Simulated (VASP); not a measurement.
Runs of VASP 6.6.1 on Ge. The structure is that of space group P6_3/mmc (No. 194), or close to it. The cells are those of the table. 

| cell | gap on the mesh (eV) | pressure (GPa) | largest force (eV/Å) |
| --- | --- | --- | --- |
| a = 2.971, b = 2.971, c = 4.696 Å, angles 90.0, 90.0, 120.3°, 2 atoms | none | 0.4 | 0.01 |
| a = 2.940, b = 2.940, c = 4.647 Å, angles 90.0, 90.0, 120.3°, 2 atoms | none | (b) | 0.01 |
| a = 3.030, b = 3.030, c = 4.790 Å, angles 90.0, 90.0, 120.3°, 2 atoms | none | -3.8 | - |
| a = 3.059, b = 3.059, c = 4.835 Å, angles 90.0, 90.0, 120.3°, 2 atoms | none | (a) | - |
| a = 3.001, b = 3.001, c = 4.743 Å, angles 90.0, 90.0, 120.3°, 2 atoms | none | -1.9 | - |

Alike in all rows: task single point; level LDA; potentials or basis VASP PAW LDA potentials, release 64 (Ge_d); no spin polarisation; k mesh 11 × 11 × 6; cutoff (eV) 520; smearing fermi-dirac 0.1 eV.

Question: Estimate the missing entries.

Answer: (a) -5.4; (b) 3.1.

A k mesh can miss the band edges, and the runs leave out spin-orbit coupling on Ge.

A gap of «none» marks levels without a gap at the run's occupations.
